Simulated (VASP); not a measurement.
Crystal: Si.

```
Si
1.0
    -1.59370    1.59370    1.29338
     1.59370   -1.59370    1.29338
     1.59370    1.59370   -1.29338
Si
1
Cartesian
  0.0000 0.0000 0.0000
```

Base run:

```yaml
Program: VASP 6.6.1
Functional: r2SCAN
Potentials_or_basis: VASP PAW PBE potentials, release 64 (Si)
Cutoff: 520 eV
k_mesh: 13 × 13 × 13
Occupations: fermi-dirac, width 0.05 eV
Spin: no spin polarisation
```

Its results: band gap on the k mesh zero (band 2 reaches 22.26 eV, above the bottom of band 3 at 7.36 eV); pressure 6.7 GPa.

Question: The run is repeated on the same cell with these changes: functional from r2SCAN to PBEsol. What comes out?

Answer: Band gap on the k mesh zero (band 2 reaches 21.62 eV, above the bottom of band 3 at 7.56 eV); pressure 8.4 GPa.

Caveats: the PAW data sets were made with another functional, which shifts forces and pressure a little.
